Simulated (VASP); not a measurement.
# Ba (P-1) in VASP: relaxation of cell and atoms with PBE

Aim: the relaxation of cell and atoms of Ba with PBE.

Program: VASP 6.6.1. These are calculated values, not measurements. Logs are shortened: lines on timing, memory, paths and dates and some standing lists are left out, and cuts for length are marked.

**1. The cell of the first run**

The typed cell holds 2 atoms: a = 7.062 Å, b = 4.773 Å, c = 4.811 Å, α = 97.44°, β = 85.59°, γ = 103.04°.

The cell was generated, and may not be a known phase.

**2. Relaxation of cell and atoms, PBE**

Input file INCAR:

```
PREC     = Accurate       # precision mode
ENCUT    = 600            # plane-wave cutoff, eV
EDIFF    = 1E-6           # SCF threshold, eV
ISMEAR   = 0              # smearing method
SIGMA    = 0.1            # smearing width, eV
LREAL    = F              # projectors in reciprocal space
LASPH    = T              # aspherical terms in the spheres
NELM     = 100            # most SCF steps
ALGO     = Normal         # electronic algorithm
ISIF     = 3              # what is computed and relaxed
LWAVE    = F              # write WAVECAR
LCHARG   = F              # write CHGCAR
GGA      = PE             # functional
IBRION   = 2              # ionic algorithm
NSW      = 90             # ionic steps
EDIFFG   = -0.04          # ionic threshold
```

Input file KPOINTS:

```
Automatic mesh
0
Gamma
  4 4 4
```

Input file POSCAR:

```
Ba
1.0
    7.0615556883      0.0000000000      0.0000000000
   -1.0768501525      4.6499393302      0.0000000000
    0.3700617667     -0.5534865341      4.7646779379
Ba
2
Direct
    0.9786888689      0.1015002034      0.2160988499
    0.4538400052      0.1842329060      0.1454023515
```

Potentials or basis: VASP PAW PBE potentials, release 64 (Ba_sv).

Started as:

```sh
$ cat potpaw_PBE.64/Ba_sv/POTCAR > POTCAR
$ mpirun -np 1 vasp_std > vasp.out
```

OUTCAR:

```text
PREC = Accurate
   ENCUT = 600
   EDIFF = 1E-6
   ISMEAR = 0
   LREAL = F
   LASPH = T
   NELM = 100
   ISIF = 3
   GGA = PE
   IBRION = 2
   NSW = 90
   EDIFFG = -0.04

 ion  position               nearest neighbor table
   1  0.979  0.102  0.216-   2 3.28   2 3.86
   2  0.454  0.184  0.145-   1 3.28   1 3.86

  LATTYP: Found a triclinic cell.
 ALAT       =     4.7730013645
 B/A-ratio  =     1.5878537572
 C/A-ratio  =     1.0079552370
 COS(alpha) =     0.0098451195
 COS(beta)  =     0.1294347014
 COS(gamma) =     0.4195667225

  Lattice vectors:

 A1 = (  -1.0768501525,   4.6499393302,   0.0000000000)
 A2 = (   5.9847055358,   4.6499393302,   0.0000000000)
 A3 = (  -0.3700617667,   0.5534865341,  -4.7646779379)

Analysis of symmetry for initial positions (statically):
=====================================================================
 Subroutine PRICEL returns:
 Original cell was already a primitive cell.

 Routine SETGRP: Setting up the symmetry group for a
 triclinic supercell.

 Subroutine GETGRP returns: Found  2 space group operations
 (whereof  1 operations were pure point group operations)
 out of a pool of  2 trial point group operations.

The static configuration has the point symmetry C_1 .
 The point group associated with its full space group is S_2 .

Analysis of symmetry for dynamics (positions and initial velocities):
=====================================================================
 Subroutine PRICEL returns:
 Original cell was already a primitive cell.

 Routine SETGRP: Setting up the symmetry group for a
 triclinic supercell.

 Subroutine GETGRP returns: Found  2 space group operations
 (whereof  1 operations were pure point group operations)
 out of a pool of  2 trial point group operations.

The dynamic configuration has the point symmetry C_1 .
 The point group associated with its full space group is S_2 .

 Subroutine INISYM returns: Found  2 space group operations
 (whereof  1 operations are pure point group operations),
 and found     1 'primitive' translations

----------------------------------------------------------------------------------------

                                     Primitive cell

  volume of cell :     156.4520

  direct lattice vectors                    reciprocal lattice vectors
     7.061555688  0.000000000  0.000000000     0.141611855  0.032794997 -0.007189058
    -1.076850153  4.649939330  0.000000000     0.000000000  0.215056569  0.024981944
     0.370061767 -0.553486534  4.764677938     0.000000000  0.000000000  0.209877774

  length of vectors
     7.061555688  4.773001364  4.810971722     0.145537321  0.216502715  0.209877774

  position of ions in fractional coordinates (direct lattice)
     0.978688869  0.101500203  0.216098850
     0.453840005  0.184232906  0.145402352

  ion indices of the primitive-cell ions
   primitive index   ion index
                 1           1
                 2           2

----------------------------------------------------------------------------------------

 KPOINTS: Automatic mesh

Automatic generation of k-mesh.
 Grid dimensions read from file:
 generate k-points for:    4    4    4

 Generating k-lattice:

  Cartesian coordinates                     Fractional coordinates (reciprocal lattice)
     0.035402964  0.008198749 -0.001797264     0.250000000  0.000000000 -0.000000000
     0.000000000  0.053764142  0.006245486     0.000000000  0.250000000  0.000000000
     0.000000000  0.000000000  0.052469444     0.000000000  0.000000000  0.250000000

  Length of vectors
     0.036384330  0.054125679  0.052469444

  Shift w.r.t. Gamma in fractional coordinates (k-lattice)
     0.000000000  0.000000000  0.000000000

 Subroutine IBZKPT returns following result:
 ===========================================

 Found     36 irreducible k-points:

 Following reciprocal coordinates:
            Coordinates               Weight
  0.000000  0.000000  0.000000      1.000000
  0.250000 -0.000000  0.000000      2.000000
  0.500000 -0.000000  0.000000      1.000000
  0.000000  0.250000 -0.000000      2.000000
  0.250000  0.250000 -0.000000      2.000000
  0.500000  0.250000 -0.000000      2.000000
[... 16 lines left out ...]
  0.000000 -0.250000  0.250000      2.000000
  0.250000 -0.250000  0.250000      2.000000
 [... further k-points ...]
   k-points           NKPTS =     36   k-points in BZ     NKDIM =     36   number of bands    NBANDS=     14
   number of dos      NEDOS =    301   number of ions     NIONS =      2
   total plane-waves  NPLWV =  89600
   dimension x,y,z NGX =    56 NGY =   40 NGZ =   40
   dimension x,y,z NGXF=   112 NGYF=   80 NGZF=   80
   ions per type =               2
   NGX,Y,Z   is equivalent  to a cutoff of  13.18, 13.93, 13.82 a.u.
   NGXF,Y,Z  is equivalent  to a cutoff of  26.37, 27.86, 27.64 a.u.
 SYSTEM =  unknown system
   PREC   = accura    normal or accurate (medium, high low for compatibility)
   ISTART =      0    job   : 0-new  1-cont  2-samecut
   ICHARG =      2    charge: 1-file 2-atom 10-const
   ISPIN  =      1    spin polarized calculation?
   LNONCOLLINEAR =      F non collinear calculations
   LSORBIT =      F    spin-orbit coupling
   LASPH  =      T    aspherical Exc in radial PAW
   ENCUT  =  600.0 eV  44.10 Ry    6.64 a.u.  14.10  9.53  9.61*2*pi/ulx,y,z
   NELM   =    100;   NELMIN=  2; NELMDL= -5     # of ELM steps
   EDIFF  = 0.1E-05   stopping-criterion for ELM
   LREAL  =      F    real-space projection
   EDIFFG = -.4E-01   stopping-criterion for IOM
   NSW    =     90    number of steps for IOM
   IBRION =      2    ionic relax: 0-MD 1-quasi-New 2-CG
   NFREE  =      1    steps in history (QN), initial steepest desc. (CG)
   ISIF   =      3    stress and relaxation
   ISYM   =      2    0-nonsym 1-usesym 2-fastsym
   POTIM  = 0.5000    time-step for ionic-motion
   TEBEG  =    0.0;   TEEND  =   0.0 temperature during run
   PSTRESS=    0.0 pullay stress
   NELECT =      20.0000    total number of electrons
   NUPDOWN=      -1.0000    fix difference up-down
   EMIN   =  10.00;   EMAX   =-10.00  energy-range for DOS
   EFERMI =   0.00;   METHOD = LEGACY
   ISMEAR =     0;   SIGMA  =   0.10  broadening in eV -4-tet -1-fermi 0-gaus
   EFERMI_NEDOS =   21; number of points for ismear=-14 and -15
   IALGO  =     38    algorithm
   IMIX   =      4    mixing-type and parameters
     AMIX     =   0.40;   BMIX     =  1.00
     AMIX_MAG =   1.60;   BMIX_MAG =  1.00
  volume/ion in A,a.u.               =      78.23       527.90
  Fermi-wavevector in a.u.,A,eV,Ry     =   0.824691  1.558439  9.253523  0.680115
  Thomas-Fermi vector in A             =   1.936419
   LORBIT       =      0    0 simple, 1 ext, 2 COOP (PROOUT), +10 PAW based schemes
   GGA     = PE    functional components
   LHFCALC =     F    Hartree Fock is set to
   AEXX    =    0.0000 exact exchange contribution
   IVDW    =     0    specifies the selected vdW correction
   LEPSILON=     F    determine dielectric tensor
   LRPA    =     F    only Hartree local field effects (RPA)
 conjugate gradient relaxation of ions
 non-spin polarized calculation
 Gauss-broadening in eV      SIGMA  =   0.10
  energy-cutoff  :      600.00
  volume of cell :      156.45
 maximum number of plane-waves:      5253
   NGX = 29   NGY = 19   NGZ = 19

--------------------------------------- Ionic step        1  -------------------------------------------

 number of electron      20.0000000 magnetization

 Free energy of the ion-electron system (eV)
  ---------------------------------------------------
  ext. energy  EPLUGINS =         0.00000000
  ---------------------------------------------------
  free energy    TOTEN  =        -2.40188837 eV

  energy without entropy =       -2.38081869  energy(sigma->0) =       -2.39135353

------------------------ aborting loop because EDIFF is reached ----------------------------------------

  FORCE on cell =-STRESS in cart. coord.  units (eV):
  Direction    XX          YY          ZZ          XY          YZ          ZX
  --------------------------------------------------------------------------------------
  -------------------------------------------------------------------------------------
  Total        4.7696750     -2.4247383     -2.7023549      0.5481841     -0.3486214     -0.1782473
  in kB       48.8447785    -24.8310009    -27.6739877      5.6137855     -3.5701246     -1.8253757
  external PRESSURE =      -1.2200700 kB  Pullay stress =       0.0000000 kB
[... 89 lines left out ...]
  FREE ENERGIE OF THE ION-ELECTRON SYSTEM (eV)
  ---------------------------------------------------
  free  energy   TOTEN  =        -3.2388082954 eV

  energy  without entropy=       -3.2160931550  energy(sigma->0) =       -3.22745073

[... ionic steps 4 to 20 ...]

--------------------------------------- Ionic step       21  -------------------------------------------

 number of electron      20.0000000 magnetization

------------------------ aborting loop because EDIFF is reached ----------------------------------------

  FORCE on cell =-STRESS in cart. coord.  units (eV):
  Direction    XX          YY          ZZ          XY          YZ          ZX
  --------------------------------------------------------------------------------------
  -------------------------------------------------------------------------------------
  Total       -0.1064427      0.1660204      0.0565175     -0.0372244      0.0090234     -0.0380194
  in kB       -1.3279497      2.0712243      0.7050964     -0.4644009      0.1125739     -0.4743190
  external PRESSURE =       0.4827903 kB  Pullay stress =       0.0000000 kB
[... 57 lines left out ...]
  energy  without entropy=       -3.8016501660  energy(sigma->0) =       -3.80619063

--------------------------------------- Ionic step       23  -------------------------------------------

 number of electron      20.0000000 magnetization

 Free energy of the ion-electron system (eV)
  ---------------------------------------------------
  ext. energy  EPLUGINS =         0.00000000
  ---------------------------------------------------
  free energy    TOTEN  =        -3.81200118 eV

  energy without entropy =       -3.80271826  energy(sigma->0) =       -3.80735972

 E-fermi :   1.5816     XC(G=0):  -7.3352

 val. band max:        1.5802867604   @ k =   0.2500   0.5000   0.2500
 cond. band min:       1.5838964662   @ k =  -0.2500   0.5000   0.2500
 fundamental gap:      0.0036097058
 Fermi energy:         1.5815832931

 k-point     1 :       0.0000    0.0000    0.0000
  band No.  band energies     occupation
      1     -27.3562      2.00000
      2     -27.3187      2.00000
      3     -12.7419      2.00000
      4     -12.4404      2.00000
      5     -12.3284      2.00000
      6     -12.3186      2.00000
      7     -12.3184      2.00000
      8     -12.3098      2.00000
      9      -1.1716      2.00000
     10       0.6553      2.00000
     11       2.6230      0.00000
     12       2.6637      0.00000
     13       3.1565      0.00000
     14       3.5127      0.00000
[... 375 lines left out ...]
 k-point    24 :       0.2500   -0.2500    0.2500
  band No.  band energies     occupation
      1     -27.3402      2.00000
      2     -27.3135      2.00000
      3     -12.6611      2.00000
      4     -12.5550      2.00000
      5     -12.4967      2.00000
      6     -12.3813      2.00000
      7     -12.3530      2.00000
      8     -12.3405      2.00000
      9      -0.3461      2.00000
     10       1.4369      1.95925
     11       2.1056      0.00000
     12       2.2158      0.00000
     13       2.8072      0.00000
     14       2.9612      0.00000

 [... further k-points ...]

------------------------ aborting loop because EDIFF is reached ----------------------------------------

  FORCE on cell =-STRESS in cart. coord.  units (eV):
  Direction    XX          YY          ZZ          XY          YZ          ZX
  --------------------------------------------------------------------------------------
  -------------------------------------------------------------------------------------
  Total       -0.0402407      0.0602186     -0.0257075     -0.0219465     -0.0246159     -0.0203692
  in kB       -0.4997441      0.7478468     -0.3192575     -0.2725507     -0.3057012     -0.2529622
  external PRESSURE =      -0.0237183 kB  Pullay stress =       0.0000000 kB
[... 17 lines left out ...]
  FREE ENERGIE OF THE ION-ELECTRON SYSTEM (eV)
  ---------------------------------------------------
  free  energy   TOTEN  =        -3.8120011837 eV

  energy  without entropy=       -3.8027182602  energy(sigma->0) =       -3.80735972

 reached required accuracy - stopping structural energy minimisation
```

Run time: 8 min. Hardware: 1 thread of Intel Xeon 6975P-C (Granite Rapids), shared host; peak memory 0.35 GiB.

What came out:

- Free energy: -3.8120 eV
- Relaxed volume: 64.51 Å³/atom
- Relaxed cell: a = 8.744 Å, b = 4.778 Å, c = 4.404 Å, α = 122.93°, β = 71.57°, γ = 123.30°
- Space group after relaxing (to 0.1 Å): C2/m (No. 12)
- Energy gained by relaxing: 705.1 meV/atom
- Ionic steps: 23
- Pressure after relaxing: 0.0 GPa
- Largest force after relaxing: 0.021 eV/Å
- Band gap on the k mesh: zero (bands 10 and 11 overlap by 0.76 eV)

Forces on the atoms (eV/Å):
```
Ba  -0.013 -0.017  0.003
Ba   0.013  0.017 -0.003
```

Step by step:
```csv
step,energy change (eV),largest force (eV/Å),pressure (GPa),volume (Å³)
1,0.0000,0.8269,-0.12,156.45
2,-0.6497,0.3232,-0.81,153.50
3,-0.8369,0.0957,-0.82,146.04
4,-0.8411,0.1310,-0.88,147.95
5,-0.9387,0.1181,-0.48,137.55
6,-1.0175,0.1014,0.30,124.72
7,-0.9424,0.1382,2.75,100.44
8,-1.0333,0.1000,0.86,117.68
9,-1.1189,0.1455,1.05,116.54
10,-1.2020,0.3993,1.76,110.96
11,-1.2676,0.4102,0.84,119.03
12,-1.2707,0.4129,0.62,121.38
13,-1.3239,0.3134,0.31,125.01
14,-1.3480,0.1895,-0.16,131.79
15,-1.3504,0.2102,-0.07,130.23
16,-1.3596,0.1999,-0.07,130.22
17,-1.3740,0.1765,-0.06,130.12
18,-1.3841,0.1505,-0.01,129.40
19,-1.4008,0.0748,0.14,127.24
20,-1.4018,0.0522,0.20,126.54
21,-1.4081,0.0272,0.05,128.42
22,-1.4088,0.0294,-0.02,129.29
23,-1.4101,0.0214,0.00,129.01
```

Final structure:
```cif
data_structure
_symmetry_space_group_name_H-M 'P 1'
_symmetry_Int_Tables_number 1
_cell_length_a 8.7439
_cell_length_b 4.7778
_cell_length_c 4.4036
_cell_angle_alpha 122.930
_cell_angle_beta 71.572
_cell_angle_gamma 123.302
_cell_volume 129.01
loop_
_atom_site_label
_atom_site_type_symbol
_atom_site_fract_x
_atom_site_fract_y
_atom_site_fract_z
_atom_site_occupancy
Ba1 Ba 0.96719 0.17720 0.24376 1
Ba2 Ba 0.46534 0.10853 0.11774 1
```

Levels at points of the mesh, in eV from the Fermi level:
```csv
k point,band 7,band 8,band 9,band 10,band 11,band 12,band 13,band 14
"(0.00, 0.00, 0.00)",-13.90,-13.89,-2.75,-0.93,1.04,1.08,1.57,1.93
"(0.50, 0.00, 0.00)",-13.90,-13.90,-1.81,-1.80,1.02,1.06,1.40,1.44
"(0.00, 0.50, 0.00)",-13.93,-13.93,-0.86,-0.85,0.48,0.60,1.25,1.31
"(0.50, 0.50, 0.00)",-13.99,-13.95,-0.56,-0.38,0.16,0.58,0.77,1.24
"(0.00, 0.00, 0.50)",-14.02,-13.90,-0.90,-0.52,-0.46,0.93,1.06,2.54
"(0.50, 0.00, 0.50)",-14.05,-14.03,-0.42,-0.38,0.16,0.23,1.73,1.82
"(0.00, 0.50, 0.50)",-13.93,-13.93,-0.86,-0.85,0.48,0.60,1.23,1.32
"(0.50, 0.50, 0.50)",-13.99,-13.94,-0.55,-0.39,0.19,0.57,0.73,1.24
```

Caveat: the volume moved by over 15 % at a fixed basis, so the end points are rough; spin-orbit coupling is left out, which moves the levels of the heavy elements.
